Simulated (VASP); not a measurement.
# Ti (Fm-3m) in VASP: further runs

Ti is run at these levels: PBE; tasks: single point.

Everything below comes from runs of VASP 6.6.1. Logs are shortened: lines on timing, memory, paths and dates and some standing lists are left out, and cuts for length are marked.

### Step 1. The cell of the first run

Symmetry: Fm-3m, No. 225, cubic system. The conventional cell has a = 3.940 Å, b = 3.940 Å, c = 3.940 Å, α = 90.00°, β = 90.00°, γ = 90.00°. Ti (site symmetry m-3m) has 12 Ti at 2.79 Å within 3.7 Å.

### Step 2. Single point, PBE (volume scaled by 0.88)

INCAR

```
PREC     = Accurate       # precision mode
ENCUT    = 520            # plane-wave cutoff, eV
EDIFF    = 1E-6           # SCF threshold, eV
ISMEAR   = 0              # smearing method
SIGMA    = 0.1            # smearing width, eV
LREAL    = F              # projectors in reciprocal space
LASPH    = T              # aspherical terms in the spheres
NELM     = 60             # most SCF steps
ALGO     = Normal         # electronic algorithm
ISIF     = 2              # what is computed and relaxed
LWAVE    = F              # write WAVECAR
LCHARG   = F              # write CHGCAR
GGA      = PE             # functional
NBANDS   = 12             # bands
```

KPOINTS

```
Automatic mesh
0
Gamma
  18 18 18
```

POSCAR

```
Ti
1.0
    0.0000000000      1.9702486369      1.9702486369
    1.9702486369      0.0000000000      1.9702486369
    1.9702486369      1.9702486369      0.0000000000
Ti
1
Direct
    0.0000000000      0.0000000000      0.0000000000
```

Potentials or basis: VASP PAW PBE potentials, release 64 (Ti_sv).

Launch:

```
cat potpaw_PBE.64/Ti_sv/POTCAR > POTCAR
mpirun -np 1 vasp_std > vasp.out
```

OUTCAR:

```text
PREC = Accurate
   ENCUT = 520
   EDIFF = 1E-6
   ISMEAR = 0
   LREAL = F
   LASPH = T
   NELM = 60
   ISIF = 2
   GGA = PE

 ion  position               nearest neighbor table
   1  0.000  0.000  0.000-

  LATTYP: Found a face centered cubic cell.
 ALAT       =     3.9404972738

  Lattice vectors:

 A1 = (   0.0000000000,   1.9702486369,   1.9702486369)
 A2 = (   1.9702486369,   0.0000000000,   1.9702486369)
 A3 = (   1.9702486369,   1.9702486369,   0.0000000000)

Analysis of symmetry for initial positions (statically):
=====================================================================
 Subroutine PRICEL returns:
 Original cell was already a primitive cell.

 Routine SETGRP: Setting up the symmetry group for a
 face centered cubic supercell.

 Subroutine GETGRP returns: Found 48 space group operations
 (whereof 48 operations were pure point group operations)
 out of a pool of 48 trial point group operations.

The static configuration has the point symmetry O_h .

Analysis of symmetry for dynamics (positions and initial velocities):
=====================================================================
 Subroutine PRICEL returns:
 Original cell was already a primitive cell.

 Routine SETGRP: Setting up the symmetry group for a
 face centered cubic supercell.

 Subroutine GETGRP returns: Found 48 space group operations
 (whereof 48 operations were pure point group operations)
 out of a pool of 48 trial point group operations.

The dynamic configuration has the point symmetry O_h .

 Subroutine INISYM returns: Found 48 space group operations
 (whereof 48 operations are pure point group operations),
 and found     1 'primitive' translations

----------------------------------------------------------------------------------------

                                     Primitive cell

  volume of cell :      15.2965

  direct lattice vectors                    reciprocal lattice vectors
     0.000000000  1.970248637  1.970248637    -0.253775077  0.253775077  0.253775077
     1.970248637  0.000000000  1.970248637     0.253775077 -0.253775077  0.253775077
     1.970248637  1.970248637  0.000000000     0.253775077  0.253775077 -0.253775077

  length of vectors
     2.786352344  2.786352344  2.786352344     0.439551327  0.439551327  0.439551327

  position of ions in fractional coordinates (direct lattice)
     0.000000000  0.000000000  0.000000000

  ion indices of the primitive-cell ions
   primitive index   ion index
                 1           1

----------------------------------------------------------------------------------------

 KPOINTS: Automatic mesh

Automatic generation of k-mesh.
 Grid dimensions read from file:
 generate k-points for:   18   18   18

 Generating k-lattice:

  Cartesian coordinates                     Fractional coordinates (reciprocal lattice)
    -0.014098615  0.014098615  0.014098615     0.055555556  0.000000000  0.000000000
     0.014098615 -0.014098615  0.014098615     0.000000000  0.055555556  0.000000000
     0.014098615  0.014098615 -0.014098615     0.000000000  0.000000000  0.055555556

  Length of vectors
     0.024419518  0.024419518  0.024419518

  Shift w.r.t. Gamma in fractional coordinates (k-lattice)
     0.000000000  0.000000000  0.000000000

 Subroutine IBZKPT returns following result:
 ===========================================

 Found    195 irreducible k-points:

 Following reciprocal coordinates:
            Coordinates               Weight
  0.000000  0.000000  0.000000      1.000000
  0.055556  0.000000  0.000000      8.000000
  0.111111  0.000000  0.000000      8.000000
  0.166667  0.000000  0.000000      8.000000
  0.222222  0.000000  0.000000      8.000000
  0.277778  0.000000  0.000000      8.000000
[... 16 lines left out ...]
 -0.277778  0.055556  0.000000     24.000000
 -0.222222  0.055556  0.000000     24.000000
 [... further k-points ...]
   k-points           NKPTS =    195   k-points in BZ     NKDIM =    195   number of bands    NBANDS=     12
   number of dos      NEDOS =    301   number of ions     NIONS =      1
   total plane-waves  NPLWV =  13824
   dimension x,y,z NGX =    24 NGY =   24 NGZ =   24
   dimension x,y,z NGXF=    48 NGYF=   48 NGZF=   48
   ions per type =               1
   NGX,Y,Z   is equivalent  to a cutoff of  14.32, 14.32, 14.32 a.u.
   NGXF,Y,Z  is equivalent  to a cutoff of  28.64, 28.64, 28.64 a.u.
 SYSTEM =  unknown system
   PREC   = accura    normal or accurate (medium, high low for compatibility)
   ISTART =      0    job   : 0-new  1-cont  2-samecut
   ICHARG =      2    charge: 1-file 2-atom 10-const
   ISPIN  =      1    spin polarized calculation?
   LNONCOLLINEAR =      F non collinear calculations
   LSORBIT =      F    spin-orbit coupling
   LASPH  =      T    aspherical Exc in radial PAW
   ENCUT  =  520.0 eV  38.22 Ry    6.18 a.u.   5.18  5.18  5.18*2*pi/ulx,y,z
   NELM   =     60;   NELMIN=  2; NELMDL= -5     # of ELM steps
   EDIFF  = 0.1E-05   stopping-criterion for ELM
   LREAL  =      F    real-space projection
[... 7 lines left out ...]
   TEBEG  =    0.0;   TEEND  =   0.0 temperature during run
   PSTRESS=    0.0 pullay stress
   NELECT =      12.0000    total number of electrons
   NUPDOWN=      -1.0000    fix difference up-down
   EMIN   =  10.00;   EMAX   =-10.00  energy-range for DOS
   EFERMI =   0.00;   METHOD = LEGACY
   ISMEAR =     0;   SIGMA  =   0.10  broadening in eV -4-tet -1-fermi 0-gaus
   EFERMI_NEDOS =   21; number of points for ismear=-14 and -15
   IALGO  =     38    algorithm
   IMIX   =      4    mixing-type and parameters
     AMIX     =   0.40;   BMIX     =  1.00
     AMIX_MAG =   1.60;   BMIX_MAG =  1.00
  volume/ion in A,a.u.               =      15.30       103.23
  Fermi-wavevector in a.u.,A,eV,Ry     =   1.509863  2.853227 31.017015  2.279686
  Thomas-Fermi vector in A             =   2.620129
   LORBIT       =      0    0 simple, 1 ext, 2 COOP (PROOUT), +10 PAW based schemes
   GGA     = PE    functional components
   LHFCALC =     F    Hartree Fock is set to
   AEXX    =    0.0000 exact exchange contribution
   IVDW    =     0    specifies the selected vdW correction
   LEPSILON=     F    determine dielectric tensor
   LRPA    =     F    only Hartree local field effects (RPA)
 non-spin polarized calculation
 Gauss-broadening in eV      SIGMA  =   0.10
  energy-cutoff  :      520.00
  volume of cell :       15.30
 maximum number of plane-waves:       424
 NGX is ok and might be reduce to    24
   NGX = 11   NGY = 11   NGZ = 11

 number of electron      12.0000000 magnetization

 Free energy of the ion-electron system (eV)
  ---------------------------------------------------
  ext. energy  EPLUGINS =         0.00000000
  ---------------------------------------------------
  free energy    TOTEN  =        -7.68516220 eV

  energy without entropy =       -7.67777821  energy(sigma->0) =       -7.68147020

 E-fermi :   9.6477     XC(G=0): -12.1090

 val. band max:        9.6442417770   @ k =   0.2778   0.0000   0.0000
 cond. band min:       9.6484254117   @ k =   0.5000   0.3333   0.1667
 fundamental gap:      0.0041836347
 Fermi energy:         9.6476961305

 k-point     1 :       0.0000    0.0000    0.0000
  band No.  band energies     occupation
      1     -46.8663      2.00000
      2     -22.5448      2.00000
      3     -22.5448      2.00000
      4     -22.5448      2.00000
      5       3.2666      2.00000
      6      10.5882      0.00000
      7      10.5882      0.00000
      8      10.5882      0.00000
      9      12.5258      0.00000
     10      12.5258      0.00000
     11      25.5979      0.00000
     12      30.7123      0.00000

 k-point     2 :       0.0556    0.0000    0.0000
  band No.  band energies     occupation
      1     -46.8603      2.00000
      2     -22.5765      2.00000
      3     -22.5486      2.00000
      4     -22.5486      2.00000
      5       3.3800      2.00000
      6      10.5139      0.00000
      7      10.6312      0.00000
      8      10.6312      0.00000
      9      12.4959      0.00000
     10      12.4959      0.00000
     11      25.7213      0.00000
     12      29.8490      0.00000

 k-point     3 :       0.1111    0.0000    0.0000
  band No.  band energies     occupation
      1     -46.8430      2.00000
      2     -22.6674      2.00000
      3     -22.5595      2.00000
      4     -22.5595      2.00000
      5       3.7110      2.00000
      6      10.3130      0.00000
      7      10.7430      0.00000
      8      10.7430      0.00000
      9      12.4285      0.00000
     10      12.4285      0.00000
     11      26.0070      0.00000
     12      28.2853      0.00000

 k-point     4 :       0.1667    0.0000    0.0000
  band No.  band energies     occupation
      1     -46.8162      2.00000
      2     -22.8049      2.00000
      3     -22.5763      2.00000
      4     -22.5763      2.00000
      5       4.2298      2.00000
      6      10.0443      0.00000
      7      10.8657      0.00000
      8      10.8657      0.00000
      9      12.3928      0.00000
     10      12.3928      0.00000
     11      25.9844      0.00000
     12      26.9733      0.00000

 k-point     5 :       0.2222    0.0000    0.0000
  band No.  band energies     occupation
      1     -46.7833      2.00000
      2     -22.9712      2.00000
      3     -22.5968      2.00000
      4     -22.5968      2.00000
      5       4.8812      2.00000
      6       9.7888      0.04600
      7      10.9091      0.00000
      8      10.9091      0.00000
      9      12.4886      0.00000
     10      12.4886      0.00000
     11      24.7266      0.00000
     12      26.6976      0.00000
[... 228 lines left out ...]
      1     -46.6771      2.00000
      2     -23.4606      2.00000
      3     -22.6891      2.00000
      4     -22.6563      2.00000
      5       6.7071      2.00000
      6      10.0285      0.00000
      7      10.4953      0.00000
      8      10.5845      0.00000
      9      13.3980      0.00000
     10      13.8618      0.00000
     11      20.1650      0.00000
     12      25.2354      0.00000

 k-point    22 :      -0.3333    0.0556    0.0000
  band No.  band energies     occupation
      1     -46.7014      2.00000
      2     -23.3479      2.00000
      3     -22.6774      2.00000
      4     -22.6375      2.00000
      5       6.4069      2.00000
      6       9.7157      0.33634
      7      10.5815      0.00000
      8      10.7065      0.00000
      9      13.0097      0.00000
     10      13.5572      0.00000
     11      21.3714      0.00000
     12      25.6729      0.00000

 k-point    23 :      -0.2778    0.0556    0.0000
  band No.  band energies     occupation
      1     -46.7328      2.00000
      2     -23.1995      2.00000
      3     -22.6594      2.00000
      4     -22.6157      2.00000
      5       5.8751      2.00000
      6       9.5765      1.68572
      7      10.7300      0.00000
      8      10.8558      0.00000
      9      12.6020      0.00000
     10      13.1936      0.00000
     11      22.7849      0.00000
     12      26.1849      0.00000

 k-point    24 :      -0.2222    0.0556    0.0000
  band No.  band energies     occupation
      1     -46.7675      2.00000
      2     -23.0324      2.00000
      3     -22.6368      2.00000
      4     -22.5935      2.00000
      5       5.2004      2.00000
      6       9.6647      0.81032
      7      10.8561      0.00000
      8      10.9705      0.00000
      9      12.2791      0.00000
     10      12.8600      0.00000
     11      24.2796      0.00000
     12      26.5885      0.00000

 [... further k-points ...]

------------------------ aborting loop because EDIFF is reached ----------------------------------------

  FORCE on cell =-STRESS in cart. coord.  units (eV):
  Direction    XX          YY          ZZ          XY          YZ          ZX
  --------------------------------------------------------------------------------------
  -------------------------------------------------------------------------------------
  Total        1.5740445      1.5740445      1.5740445     -0.0000000     -0.0000000      0.0000000
  in kB      164.8672813    164.8672813    164.8672813     -0.0000000     -0.0000000      0.0000000
  external PRESSURE =     164.8672813 kB  Pullay stress =       0.0000000 kB

 VOLUME and BASIS-vectors are now :
 -----------------------------------------------------------------------------
  energy-cutoff  :      520.00
  volume of cell :       15.30
      direct lattice vectors                 reciprocal lattice vectors
     0.000000000  1.970248637  1.970248637    -0.253775077  0.253775077  0.253775077
     1.970248637  0.000000000  1.970248637     0.253775077 -0.253775077  0.253775077
     1.970248637  1.970248637  0.000000000     0.253775077  0.253775077 -0.253775077

 POSITION                                       TOTAL-FORCE (eV/Angst)
 -----------------------------------------------------------------------------------
      0.00000      0.00000      0.00000         0.000000      0.000000     -0.000000
 -----------------------------------------------------------------------------------
    total drift:                                0.000000      0.000000     -0.000000

  FREE ENERGIE OF THE ION-ELECTRON SYSTEM (eV)
  ---------------------------------------------------
  free  energy   TOTEN  =        -7.6851621973 eV

  energy  without entropy=       -7.6777782059  energy(sigma->0) =       -7.68147020
```

It took 18 s on 1 thread of Intel Xeon Platinum 8488C (Sapphire Rapids), shared host; peak memory 0.15 GiB.

What came out:

```yaml
Free_energy: -7.6852 eV
Pressure: 16.5 GPa
Band_gap_on_the_k_mesh: zero (band 6 reaches 10.59 eV, above the bottom of band 7 at 9.11 eV)
```

### Step 3. Single point, PBE (volume scaled by 0.91)

INCAR

```
SYSTEM = Ti
  PREC = Accurate
  ENCUT = 520
  EDIFF = 1E-6
  ISMEAR = 0
  SIGMA = 0.1
  LREAL = .False.
  LASPH = .True.
  NELM = 60
  ALGO = Normal
  ISIF = 2
  LWAVE = .False.
  LCHARG = .True.
  GGA = PE
  LELF = .True.
  LVHAR = .True.
  NBANDS = 12
```

KPOINTS

```
Automatic mesh
0
Gamma
  18 18 18
  0 0 0
```

POSCAR

```
Ti
1.0
    0.0000000000      1.9923881151      1.9923881151
    1.9923881151      0.0000000000      1.9923881151
    1.9923881151      1.9923881151      0.0000000000
Ti
1
Direct
    0.0000000000      0.0000000000      0.0000000000
```

Potentials or basis: VASP PAW PBE potentials, release 64 (Ti_sv).

Launch:

```
cat potpaw_PBE.64/Ti_sv/POTCAR > POTCAR
mpirun -np 1 vasp_std > vasp.out
```

Wall time 18 s (1 thread of Intel Xeon Platinum 8488C (Sapphire Rapids), shared host); peak memory 0.16 GiB.

Results (log left out):

* Free energy: -7.7306 eV
* Pressure: 11.4 GPa
* Band gap on the k mesh: zero (band 6 reaches 10.18 eV, above the bottom of band 7 at 8.76 eV)

Levels at points of the mesh, in eV from the Fermi level:
| k point | band 4 | band 5 | band 6 | band 7 | band 8 | band 9 |
| --- | --- | --- | --- | --- | --- | --- |
| (0.00, 0.00, 0.00) | -32.29 | -6.31 | 0.93 | 0.93 | 0.93 | 2.78 |
| (0.50, 0.00, 0.00) | -32.41 | -2.81 | 0.79 | 0.79 | 0.89 | 4.00 |
| (0.50, 0.50, 0.00) | -32.61 | -2.92 | -1.98 | 3.30 | 3.99 | 4.31 |

### Step 4. Single point, PBE (volume scaled by 0.94)

INCAR

```
  PREC = Accurate
  ENCUT = 520
  EDIFF = 1E-6
  ISMEAR = 0
  SIGMA = 0.1
  LREAL = False
  LASPH = True
  NELM = 80
  ALGO = Fast
  ISIF = 2
  LWAVE = False
  LCHARG = False
  GGA = PE
  NBANDS = 12
```

KPOINTS

```
regular mesh
0
Gamma
  18 18 18
```

POSCAR

```
Ti
1.0
    0.0000000000      2.0140462045      2.0140462045
    2.0140462045      0.0000000000      2.0140462045
    2.0140462045      2.0140462045      0.0000000000
Ti
1
Direct
    0.0000000000      0.0000000000      0.0000000000
```

Launch:

```
cat potpaw_PBE.64/Ti_sv/POTCAR > POTCAR
mpirun -np 1 vasp_std > vasp.out
```

It took 34 s on 1 thread of Intel Xeon Platinum 8488C (Sapphire Rapids), shared host; peak memory 0.14 GiB.

Results (log left out):

| Quantity | Value |
| --- | --- |
| Free energy | -7.7607 eV |
| Pressure | 7.1 GPa |
| Band gap on the k mesh | zero (band 6 reaches 9.80 eV, above the bottom of band 7 at 8.43 eV) |

Levels at points of the mesh, in eV from the Fermi level:
```tsv
k point	band 2	band 3	band 4	band 5	band 6	band 7	band 8	band 9	band 10	band 11
(0.00, 0.00, 0.00)	-32.39	-32.39	-32.39	-6.24	0.91	0.91	0.91	2.68	2.68	15.58
(0.50, 0.00, 0.00)	-33.21	-32.49	-32.49	-2.73	0.78	0.78	0.79	3.85	3.85	8.82
(0.50, 0.50, 0.00)	-33.15	-32.68	-32.68	-2.79	-1.88	3.13	3.84	4.15	4.15	12.36
```

### Step 5. Overview

```csv
cell,gap on the mesh (eV),pressure (GPa)
"a = 2.786 Å, angles 60.0°, 1 atom",none,16.5
"a = 2.818 Å, angles 60.0°, 1 atom",none,11.4
"a = 2.848 Å, angles 60.0°, 1 atom",none,7.1
```

Alike in all rows: task single point; level PBE; potentials or basis VASP PAW PBE potentials, release 64 (Ti_sv); no spin polarisation; k mesh 18 × 18 × 18; cutoff (eV) 520; smearing gaussian 0.1 eV.

Absolute energies hang on the potentials; compare differences alone.
